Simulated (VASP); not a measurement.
# C (Cmmm) in VASP: notebook

Runs on C. Level: PBEsol+D3(BJ). Tasks: single point.

All numbers are computed with VASP 6.6.1; they aren't measurements. Logs are shortened: lines on timing, memory, paths and dates and some standing lists are left out, and cuts for length are marked.

### Step 1. The cell of the first run

The structure is orthorhombic, space group Cmmm (No. 65). Conventional cell: a = 2.519 Å, b = 4.363 Å, c = 3.618 Å, α = 90.00°, β = 90.00°, γ = 90.00°. C (site symmetry m2m) has 3 C at 1.43 to 1.50 Å within 1.9 Å.

### Step 2. Single point, PBEsol+D3(BJ)

INCAR reads:

```
SYSTEM = C
PREC = Accurate
ENCUT = 520
EDIFF = 1E-6
ISMEAR = 0
SIGMA = 0.15
LREAL = .FALSE.
LASPH = .TRUE.
NELM = 80
ALGO = Normal
ISIF = 2
LWAVE = .FALSE.
LCHARG = .FALSE.
GGA = PS
IVDW = 12
NBANDS = 11
```

KPOINTS reads:

```
Automatic mesh
0
G
  21 21 12
  0 0 0
```

POSCAR reads:

```
C
1.0
    2.5190997031      0.0000000000      0.0000000000
   -1.2595498516      2.1816043375      0.0000000000
    0.0000000000      0.0000000000      3.6177192973
C
2
Direct
    0.3286349562      0.6572699123      0.0000000000
    0.6713650438      0.3427300877      0.0000000000
```

Potentials or basis: VASP PAW PBE potentials, release 64 (C).

The run is started by

```console
$ cat potpaw_PBE.64/C/POTCAR > POTCAR
$ mpirun -np 1 vasp_std > vasp.out
```

OUTCAR:

```text
SYSTEM = C
   PREC = Accurate
   ENCUT = 520
   EDIFF = 1E-6
   ISMEAR = 0
   LREAL = .FALSE.
   LASPH = .TRUE.
   NELM = 80
   ISIF = 2
   GGA = PS
   IVDW = 12
 IVDW          = 12

 ion  position               nearest neighbor table
   1  0.329  0.657  0.000-   2 1.43   2 1.43   2 1.50
   2  0.671  0.343  0.000-   1 1.43   1 1.43   1 1.50

  LATTYP: Found a hexagonal cell.
 ALAT       =     2.5190997031
 C/A-ratio  =     1.4361159635

  Lattice vectors:

 A1 = (   2.5190997031,   0.0000000000,   0.0000000000)
 A2 = (  -1.2595498516,   2.1816043375,   0.0000000000)
 A3 = (   0.0000000000,   0.0000000000,   3.6177192973)

Analysis of symmetry for initial positions (statically):
=====================================================================
 Subroutine PRICEL returns:
 Original cell was already a primitive cell.

 Routine SETGRP: Setting up the symmetry group for a
 hexagonal supercell.

 Subroutine GETGRP returns: Found  8 space group operations
 (whereof  8 operations were pure point group operations)
 out of a pool of 24 trial point group operations.

The static configuration has the point symmetry D_2h.

Analysis of symmetry for dynamics (positions and initial velocities):
=====================================================================
 Subroutine PRICEL returns:
 Original cell was already a primitive cell.

 Routine SETGRP: Setting up the symmetry group for a
 hexagonal supercell.

 Subroutine GETGRP returns: Found  8 space group operations
 (whereof  8 operations were pure point group operations)
 out of a pool of 24 trial point group operations.

The dynamic configuration has the point symmetry D_2h.

 Subroutine INISYM returns: Found  8 space group operations
 (whereof  8 operations are pure point group operations),
 and found     1 'primitive' translations

----------------------------------------------------------------------------------------

                                     Primitive cell

  volume of cell :      19.8818

  direct lattice vectors                    reciprocal lattice vectors
     2.519099703  0.000000000  0.000000000     0.396967218  0.229189130  0.000000000
    -1.259549852  2.181604338  0.000000000     0.000000000  0.458378260  0.000000000
     0.000000000  0.000000000  3.617719297     0.000000000  0.000000000  0.276417245

  length of vectors
     2.519099703  2.519099703  3.617719297     0.458378260  0.458378260  0.276417245

  position of ions in fractional coordinates (direct lattice)
     0.328634956  0.657269912  0.000000000
     0.671365044  0.342730088  0.000000000

  ion indices of the primitive-cell ions
   primitive index   ion index
                 1           1
                 2           2

----------------------------------------------------------------------------------------

 KPOINTS: Automatic mesh

Automatic generation of k-mesh.
 Grid dimensions read from file:
 generate k-points for:   21   21   12

 Generating k-lattice:

  Cartesian coordinates                     Fractional coordinates (reciprocal lattice)
     0.018903201  0.010913768  0.000000000     0.047619048  0.000000000  0.000000000
     0.000000000  0.021827536  0.000000000     0.000000000  0.047619048  0.000000000
     0.000000000  0.000000000  0.023034770     0.000000000  0.000000000  0.083333333

  Length of vectors
     0.021827536  0.021827536  0.023034770

  Shift w.r.t. Gamma in fractional coordinates (k-lattice)
     0.000000000  0.000000000  0.000000000

 Subroutine IBZKPT returns following result:
 ===========================================

 Found    847 irreducible k-points:

 Following reciprocal coordinates:
            Coordinates               Weight
  0.000000  0.000000  0.000000      1.000000
  0.047619  0.000000  0.000000      4.000000
  0.000000  0.047619  0.000000      2.000000
  0.095238  0.000000  0.000000      4.000000
  0.000000  0.095238  0.000000      2.000000
  0.142857  0.000000  0.000000      4.000000
[... 16 lines left out ...]
 -0.095238  0.047619  0.000000      2.000000
  0.095238  0.047619  0.000000      4.000000
 [... further k-points ...]
   k-points           NKPTS =    847   k-points in BZ     NKDIM =    847   number of bands    NBANDS=     11
   number of dos      NEDOS =    301   number of ions     NIONS =      2
   total plane-waves  NPLWV =  11200
   dimension x,y,z NGX =    20 NGY =   20 NGZ =   28
   dimension x,y,z NGXF=    40 NGYF=   40 NGZF=   56
   ions per type =               2
   NGX,Y,Z   is equivalent  to a cutoff of  13.20, 13.20, 12.87 a.u.
   NGXF,Y,Z  is equivalent  to a cutoff of  26.40, 26.40, 25.73 a.u.
 SYSTEM =  C
   PREC   = accura    normal or accurate (medium, high low for compatibility)
   ISTART =      0    job   : 0-new  1-cont  2-samecut
   ICHARG =      2    charge: 1-file 2-atom 10-const
   ISPIN  =      1    spin polarized calculation?
   LNONCOLLINEAR =      F non collinear calculations
   LSORBIT =      F    spin-orbit coupling
   LASPH  =      T    aspherical Exc in radial PAW
   ENCUT  =  520.0 eV  38.22 Ry    6.18 a.u.   4.68  4.68  6.73*2*pi/ulx,y,z
   NELM   =     80;   NELMIN=  2; NELMDL= -5     # of ELM steps
   EDIFF  = 0.1E-05   stopping-criterion for ELM
   LREAL  =      F    real-space projection
   EDIFFG = 0.1E-04   stopping-criterion for IOM
   NSW    =      0    number of steps for IOM
   IBRION =     -1    ionic relax: 0-MD 1-quasi-New 2-CG
   NFREE  =      0    steps in history (QN), initial steepest desc. (CG)
   ISIF   =      2    stress and relaxation
   ISYM   =      2    0-nonsym 1-usesym 2-fastsym
   POTIM  = 0.5000    time-step for ionic-motion
   TEBEG  =    0.0;   TEEND  =   0.0 temperature during run
   PSTRESS=    0.0 pullay stress
   NELECT =       8.0000    total number of electrons
   NUPDOWN=      -1.0000    fix difference up-down
   EMIN   =  10.00;   EMAX   =-10.00  energy-range for DOS
   EFERMI =   0.00;   METHOD = LEGACY
   ISMEAR =     0;   SIGMA  =   0.15  broadening in eV -4-tet -1-fermi 0-gaus
   EFERMI_NEDOS =   21; number of points for ismear=-14 and -15
   IALGO  =     38    algorithm
   IMIX   =      4    mixing-type and parameters
     AMIX     =   0.40;   BMIX     =  1.00
     AMIX_MAG =   1.60;   BMIX_MAG =  1.00
  volume/ion in A,a.u.               =       9.94        67.08
  Fermi-wavevector in a.u.,A,eV,Ry     =   1.208610  2.283941 19.874540  1.460738
  Thomas-Fermi vector in A             =   2.344212
   LORBIT       =      0    0 simple, 1 ext, 2 COOP (PROOUT), +10 PAW based schemes
   GGA     = PS    functional components
   LHFCALC =     F    Hartree Fock is set to
   AEXX    =    0.0000 exact exchange contribution
   IVDW    =    12    specifies the selected vdW correction
   LEPSILON=     F    determine dielectric tensor
   LRPA    =     F    only Hartree local field effects (RPA)
 non-spin polarized calculation
 Gauss-broadening in eV      SIGMA  =   0.15
  energy-cutoff  :      520.00
  volume of cell :       19.88
 maximum number of plane-waves:       565
   NGX =  9   NGY =  9   NGZ = 13

 number of electron       7.9999999 magnetization

 Free energy of the ion-electron system (eV)
  ---------------------------------------------------
  ext. energy  EPLUGINS =         0.00000000
  ---------------------------------------------------
  free energy    TOTEN  =       -19.16859446 eV

  energy without entropy =      -19.16815283  energy(sigma->0) =      -19.16837364

 E-fermi :   3.6095     XC(G=0):  -9.8793

 val. band max:        3.5760448633   @ k =   0.3333   0.3333   0.1667
 cond. band min:       3.6313974001   @ k =   0.3333   0.3333   0.3333
 fundamental gap:      0.0553525368
 Fermi energy:         3.6095329341

 k-point     1 :       0.0000    0.0000    0.0000
  band No.  band energies     occupation
      1     -15.4428      2.00000
      2      -2.8828      2.00000
      3       0.0161      2.00000
      4       1.1882      2.00000
      5       7.4037      0.00000
      6      10.7009      0.00000
      7      12.2371      0.00000
      8      14.4549      0.00000
      9      14.7235      0.00000
     10      24.7057      0.00000
     11      26.3893      0.00000

 k-point     2 :       0.0476    0.0000    0.0000
  band No.  band energies     occupation
      1     -15.3910      2.00000
      2      -2.8231      2.00000
      3      -0.1606      2.00000
      4       1.0401      2.00000
      5       7.4682      0.00000
      6      10.8541      0.00000
      7      12.3146      0.00000
      8      14.2864      0.00000
      9      14.8309      0.00000
     10      24.8678      0.00000
     11      26.3248      0.00000

 k-point     3 :       0.0000    0.0476    0.0000
  band No.  band energies     occupation
      1     -15.3907      2.00000
      2      -2.8246      2.00000
      3      -0.0773      2.00000
      4       0.9447      2.00000
      5       7.4671      0.00000
      6      10.7741      0.00000
      7      12.4406      0.00000
      8      14.3014      0.00000
      9      14.8035      0.00000
     10      24.8596      0.00000
     11      26.2832      0.00000

 k-point     4 :       0.0952    0.0000    0.0000
  band No.  band energies     occupation
      1     -15.2358      2.00000
      2      -2.6445      2.00000
      3      -0.6723      2.00000
      4       0.6490      2.00000
      5       7.6616      0.00000
      6      11.1750      0.00000
      7      12.6076      0.00000
      8      13.8004      0.00000
      9      15.1723      0.00000
     10      25.3050      0.00000
     11      26.0774      0.00000
[... 239 lines left out ...]
 k-point    22 :       0.0476    0.0476    0.0000
  band No.  band energies     occupation
      1     -15.2869      2.00000
      2      -2.7069      2.00000
      3      -0.3536      2.00000
      4       0.5987      2.00000
      5       7.5952      0.00000
      6      10.9554      0.00000
      7      12.7083      0.00000
      8      13.9878      0.00000
      9      15.0158      0.00000
     10      25.1510      0.00000
     11      26.0791      0.00000

 k-point    23 :      -0.0952    0.0476    0.0000
  band No.  band energies     occupation
      1     -15.2879      2.00000
      2      -2.7025      2.00000
      3      -0.5590      2.00000
      4       0.8334      2.00000
      5       7.5983      0.00000
      6      11.2121      0.00000
      7      12.3354      0.00000
      8      13.9453      0.00000
      9      15.0837      0.00000
     10      25.1744      0.00000
     11      26.2096      0.00000

 k-point    24 :       0.0952    0.0476    0.0000
  band No.  band energies     occupation
      1     -15.0800      2.00000
      2      -2.4713      2.00000
      3      -0.9868      2.00000
      4       0.1201      2.00000
      5       7.8527      0.00000
      6      11.2341      0.00000
      7      13.1279      0.00000
      8      13.3799      0.00000
      9      15.5232      0.00000
     10      25.6159      0.00000
     11      25.6407      0.00000

 [... further k-points ...]

------------------------ aborting loop because EDIFF is reached ----------------------------------------

 Edisp (eV)   -0.20009

 E8    (eV) :    -0.0971

  FORCE on cell =-STRESS in cart. coord.  units (eV):
  Direction    XX          YY          ZZ          XY          YZ          ZX
  --------------------------------------------------------------------------------------
  -------------------------------------------------------------------------------------
  Total      -2.82893    -3.36685    -0.06657     0.00000     0.00000     0.00000
  in kB    -227.96914  -271.31772    -5.36451     0.00000     0.00000     0.00000
  external pressure =     -168.22 kB  Pullay stress =        0.00 kB

 VOLUME and BASIS-vectors are now :
 -----------------------------------------------------------------------------
  energy-cutoff  :      520.00
  volume of cell :       19.88
      direct lattice vectors                 reciprocal lattice vectors
     2.519099703  0.000000000  0.000000000     0.396967218  0.229189130  0.000000000
    -1.259549852  2.181604338  0.000000000     0.000000000  0.458378260  0.000000000
     0.000000000  0.000000000  3.617719297     0.000000000  0.000000000  0.276417245

 POSITION                                       TOTAL-FORCE (eV/Angst)
 -----------------------------------------------------------------------------------
      0.00000      1.43390      0.00000        -0.000000      1.798734      0.000000
      1.25955      0.74770      0.00000         0.000000     -1.798734     -0.000000
 -----------------------------------------------------------------------------------
    total drift:                               -0.000000     -0.000000     -0.000000

  FREE ENERGIE OF THE ION-ELECTRON SYSTEM (eV)
  ---------------------------------------------------
  free  energy   TOTEN  =       -19.3686865639 eV

  energy  without entropy=      -19.3682449254  energy(sigma->0) =      -19.36846574
```

Wall time 77 s (1 thread of Intel Xeon 6975P-C (Granite Rapids), shared host); peak memory 0.25 GiB.

Results:

```
Free energy                : -19.3687 eV
Pressure                   : -16.8 GPa
Largest force              : 1.799 eV/Å
Band gap on the k mesh     : zero (band 4 reaches 3.81 eV, above the bottom of band 5 at 3.42 eV)
Dispersion energy per atom : -0.100 eV
```

Forces in eV/Å, atoms in the order of the input:
```
C    0.000  1.799  0.000
C    0.000 -1.799  0.000
```

Caveat: the PAW data sets were made with another functional, which shifts forces and pressure a little.

### Step 3. Single point, PBEsol+D3(BJ)

INCAR reads:

```
ALGO = Normal ; EDIFF = 1E-6
ENCUT = 520 ; GGA = PS
ISIF = 2 ; ISMEAR = 0
IVDW = 12 ; LASPH = T
LCHARG = F ; LREAL = F
LWAVE = F ; NBANDS = 11
NELM = 80 ; PREC = Accurate
SIGMA = 0.15
```

KPOINTS reads:

```
k-points
0
Gamma
  21 21 12
```

POSCAR reads:

```
C
1.0
    2.5190997031      0.0000000000      0.0000000000
   -1.2595498516      2.1816043375      0.0000000000
    0.0000000000      0.0000000000      3.6177192973
C
2
Direct
    0.3427300877      0.6854601753      0.0000000000
    0.6572699123      0.3145398247      0.0000000000
```

Potentials or basis: VASP PAW PBE potentials, release 64 (C).

The run is started by

```console
$ cat potpaw_PBE.64/C/POTCAR > POTCAR
$ mpirun -np 1 vasp_std > vasp.out
```

Run time: 78 s. Hardware: 1 thread of Intel Xeon 6975P-C (Granite Rapids), shared host; peak memory 0.26 GiB.

Results (log left out):

```
Free energy                : -19.2427 eV
Pressure                   : -14.8 GPa
Largest force              : 4.086 eV/Å
Band gap on the k mesh     : zero (band 4 reaches 3.60 eV, above the bottom of band 5 at 3.45 eV)
Dispersion energy per atom : -0.100 eV
```

Forces in eV/Å, atoms in the order of the input:
```
C    0.000 -4.086  0.000
C    0.000  4.086  0.000
```

Stress tensor (GPa, compression positive):
```
-27.11   0.00   0.00
  0.00 -16.60   0.00
  0.00   0.00  -0.57
```

Levels at points of the mesh, in eV from the Fermi level:
| k point | band 1 | band 2 | band 3 | band 4 | band 5 | band 6 | band 7 | band 8 |
| --- | --- | --- | --- | --- | --- | --- | --- | --- |
| (0.00, 0.00, 0.00) | -19.01 | -6.46 | -4.07 | -1.78 | 3.85 | 6.41 | 9.25 | 10.94 |
| (0.00, 0.00, 0.50) | -18.84 | -7.85 | -4.05 | -1.76 | 6.46 | 8.97 | 9.33 | 10.70 |

Caveat: the PAW data sets were made with another functional, which shifts forces and pressure a little.

### Step 4. Single point, PBEsol+D3(BJ)

INCAR reads:

```
PREC     = Accurate       # precision mode
ENCUT    = 520            # plane-wave cutoff, eV
EDIFF    = 1E-6           # SCF threshold, eV
ISMEAR   = 0              # smearing method
SIGMA    = 0.15           # smearing width, eV
LREAL    = False          # projectors in reciprocal space
LASPH    = True           # aspherical terms in the spheres
NELM     = 100            # most SCF steps
ALGO     = Normal         # electronic algorithm
ISIF     = 2              # what is computed and relaxed
LWAVE    = False          # write WAVECAR
LCHARG   = False          # write CHGCAR
GGA      = PS             # functional
IVDW     = 12             # dispersion correction
NBANDS   = 11             # bands
```

KPOINTS reads:

```
regular mesh
0
Gamma
  21 21 12
```

POSCAR reads:

```
C
1.0
    2.5190997031      0.0000000000      0.0000000000
   -1.2595498516      2.1816043375      0.0000000000
    0.0000000000      0.0000000000      3.6177192973
C
2
Direct
    0.3239365790      0.6478731580      0.0000000000
    0.6760634210      0.3521268420      0.0000000000
```

The run is started by

```console
$ cat potpaw_PBE.64/C/POTCAR > POTCAR
$ mpirun -np 1 vasp_std > vasp.out
```

Run time: 71 s. Hardware: 1 thread of Intel Xeon 6975P-C (Granite Rapids), shared host; peak memory 0.26 GiB.

The run converged. Its results:

```yaml
Free_energy: -19.2616 eV
Pressure: -15.2 GPa
Largest_force: 3.392 eV/Å
Band_gap_on_the_k_mesh: zero (band 4 reaches 3.70 eV, above the bottom of band 5 at 3.49 eV)
Dispersion_energy_per_atom: -0.100 eV
```

Forces on the atoms (eV/Å):
```
C    0.000  3.392  0.000
C    0.000 -3.392  0.000
```

Stress tensor (GPa, compression positive):
```
-18.57   0.00   0.00
  0.00 -26.50   0.00
  0.00   0.00  -0.58
```

Levels at points of the mesh, in eV from the Fermi level:
```csv
k point,band 2,band 3,band 4,band 5,band 6,band 7
"(0.00, 0.00, 0.00)",-6.48,-4.13,-1.78,3.82,6.35,9.43
"(0.00, 0.00, 0.50)",-7.88,-4.12,-1.75,6.40,8.95,9.50
```

Caveat: the PAW data sets were made with another functional, which shifts forces and pressure a little.
